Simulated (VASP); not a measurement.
**TiAl3: single point with PBE**

TiAl3:

```
Ti Al
1.0
     3.85744    0.00000    0.00000
     0.00000    3.85744    0.00000
     0.00000    0.00000    3.85744
Ti Al
1 3
Direct
  0.00000 0.00000 0.00000
  0.50000 0.50000 0.00000
  0.50000 0.00000 0.50000
  0.00000 0.50000 0.50000
```

* Program: VASP 6.6.1
* Task: single point
* Functional: PBE
* Potentials or basis: VASP PAW PBE potentials, release 64 (Ti_sv, Al)
* Cutoff: 520 eV
* k mesh: 10 × 10 × 10
* Occupations: gaussian, width 0.1 eV
* Spin: no spin polarisation
* Dipole correction: no
* Further INCAR settings: ALGO = Normal; EDIFF = 1e-06; NBANDS = 18

```yaml
Pressure: 11.9 GPa
Band_gap_on_the_k_mesh: zero (an odd number of electrons rules out a gap without spin polarisation)
```

Levels at points of the mesh, in eV from the Fermi level:
```tsv
k point	band 6	band 7	band 8	band 9	band 10	band 11	band 12	band 13	band 14	band 15
(0.00, 0.00, 0.00)	-3.31	-3.31	-2.28	-2.28	-2.28	0.10	0.10	0.10	0.62	4.64
(0.50, 0.00, 0.00)	-8.36	-2.47	-2.47	-2.43	0.39	0.78	0.78	0.93	1.05	1.76
(0.50, 0.50, 0.00)	-6.36	-6.36	-5.32	-1.40	-1.40	0.63	0.96	1.05	1.26	3.78
(0.50, 0.50, 0.50)	-5.38	-5.38	-5.34	-3.68	-3.68	-3.68	0.29	1.32	1.32	3.08
```

It took 88 s on 1 thread of Intel Xeon 8259CL, with other jobs on the host, peak memory 0.2 GiB.

Caveat: the cell stands under pressure.
